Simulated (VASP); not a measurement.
Crystal: NaCl.

```
Cl Na
1.0
     3.50219    0.00000    0.00000
     0.00000    3.50219    0.00000
     0.00000    0.00000    3.50219
Cl Na
1 1
Direct
  0.50000 0.50000 0.50000
  0.00000 0.00000 0.00000
```

Base run:

* Program: VASP 6.6.1
* Functional: PBE
* Potentials or basis: VASP PAW PBE potentials, release 64 (Cl, Na_pv)
* Cutoff: 500 eV
* k mesh: 5 × 5 × 5
* Occupations: fermi-dirac, width 0.04 eV
* Spin: no spin polarisation

Its results: band gap on the k mesh 4.03 eV, indirect (least direct gap 4.47 eV); pressure 0.1 GPa.

Q: The run is repeated on the same cell with these changes: k mesh from 5 × 5 × 5 to 4 × 4 × 4. What comes out?

A: Band gap on the k mesh 3.97 eV, indirect (least direct gap 4.46 eV); pressure 0.1 GPa.

Caveats: some runs use coarse meshes.

A k mesh can miss the band edges.
